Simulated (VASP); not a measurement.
Write the native input for VASP 6.6.1 that does the following.

| Property | Result |
| --- | --- |
| Task | relaxation of cell and atoms |
| Functional | r2SCAN |
| Potentials or basis | VASP PAW PBE potentials, release 64 (K_sv, Cl) |
| Cutoff | 600 eV |
| k mesh | 6 × 6 × 6 |
| Occupations | gaussian, width 0.01 eV |
| Spin | no spin polarisation |
| Target pressure | -2 GPa |
| Dipole correction | no |
| Further INCAR settings | ALGO = Normal; EDIFF = 1e-06; IBRION = 2; EDIFFG = -0.002; NSW = 100; ISIF = 3 |

Crystal: KCl.

```
K Cl
1.0
     3.14647    3.14647    0.00000
    -3.14647    3.14647    0.00000
     0.00000    3.14647    3.14647
K Cl
1 1
Direct
  0.00000 0.00000 0.00000
  0.50000 0.50000 0.00000
```

The input as run:

POSCAR

```
KCl
1.0
    3.1464700000      3.1464700000      0.0000000000
   -3.1464700000      3.1464700000      0.0000000000
    0.0000000000      3.1464700000      3.1464700000
K Cl
1 1
Direct
    0.0000000000      0.0000000000      0.0000000000
    0.5000000000      0.5000000000      0.0000000000
```

INCAR.step1

```
SYSTEM = KCl
PREC = Accurate
ENCUT = 600
ISMEAR = 0
SIGMA = 0.01
LREAL = .False.
LASPH = .True.
NELM = 60
GGA = PE
ALGO = Normal
EDIFF = 1E-4
LWAVE = .True.
LCHARG = .False.
```

INCAR.step2

```
SYSTEM = KCl
PREC = Accurate
ENCUT = 600
EDIFF = 1E-6
ISMEAR = 0
SIGMA = 0.01
LREAL = .False.
LASPH = .True.
NELM = 60
ALGO = Normal
ISIF = 3
LWAVE = .False.
LCHARG = .False.
METAGGA = R2SCAN
LMIXTAU = .True.
IBRION = 2
NSW = 100
EDIFFG = -0.002
PSTRESS = -20.0
ISTART = 1
```

KPOINTS

```
Automatic mesh
0
Gamma
  6 6 6
  0 0 0
```

Potentials or basis: VASP PAW PBE potentials, release 64 (K_sv, Cl).

Command:

```console
$ cat potpaw_PBE.64/K_sv/POTCAR potpaw_PBE.64/Cl/POTCAR > POTCAR
$ cp INCAR.step1 INCAR
$ mpirun -np 1 vasp_std > vasp.out
$ cp INCAR.step2 INCAR
$ mpirun -np 1 vasp_std > vasp.out
```

It gave:

```
Relaxed volume                                             : 36.15 Å³/atom
Relaxed cell                                               : a = 4.676 Å, b = 4.676 Å, c = 4.676 Å, α = 60.00°, β = 60.00°, γ = 90.00°
Space group after relaxing (to 0.1 Å)                      : Fm-3m (No. 225)
Energy change on relaxing (the run minimises the enthalpy) : +35.8 meV/atom
Ionic steps                                                : 6
Pressure after relaxing                                    : -2.0 GPa
Band gap on the k mesh                                     : 5.35 eV
```

Caveat: the cell is relaxed towards a set pressure, so the run minimises the enthalpy, not the energy; the volume moved by over 15 % at a fixed basis, so the end points are rough; the PAW data sets were made with another functional, which shifts forces and pressure a little.

Wall time 13 min on 1 thread of AMD EPYC 7R43 64-Core Processor (Zen 3), with other jobs on the host, peak memory 0.2 GiB.
